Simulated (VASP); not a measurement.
Runs of VASP 6.6.1 on GdN. The structure is that of space group P-6m2 (No. 187), or close to it. The cells are those of the table. 

| cell | gap on the mesh (eV) | pressure (GPa) | moment (μB) |
| --- | --- | --- | --- |
| a = 3.362, b = 3.362, c = 3.062 Å, angles 90.0, 90.0, 120.0°, 2 atoms | 0.01 | (a) | 7.00 |
| a = 3.387, b = 3.387, c = 3.080 Å, angles 90.0, 90.0, 120.0°, 2 atoms | - | -0.1 | 7.00 |
| a = 3.469, b = 3.469, c = 3.141 Å, angles 90.0, 90.0, 120.0°, 2 atoms | (b) | -8.7 | 7.00 |
| a = 3.387, b = 3.387, c = 3.019 Å, angles 90.0, 90.0, 120.0°, 2 atoms | 0.01 | 3.3 | 7.00 |

Alike in all rows: task single point; level r2SCAN; potentials or basis VASP PAW PBE potentials, release 64 (Gd, N); spin collinear, ferromagnetic start; k mesh 12 × 12 × 12; cutoff (eV) 520; smearing gaussian 0.05 eV.

Fill in the values left out.

(a) 2.9; (b) 0.10.

Caveats: the PAW data sets were made with another functional, which shifts forces and pressure a little; spin-orbit coupling is left out, which moves the levels of the heavy elements; a cell with one magnetic atom can't hold antiferromagnetic order, which such compounds often take; semilocal functionals describe open f shells poorly, which spoils levels, moments and volumes; the cell stands under tension (at least some runs); the cell stands under pressure (at least some runs).

A k mesh can miss the band edges, and the runs leave out spin-orbit coupling on Gd.
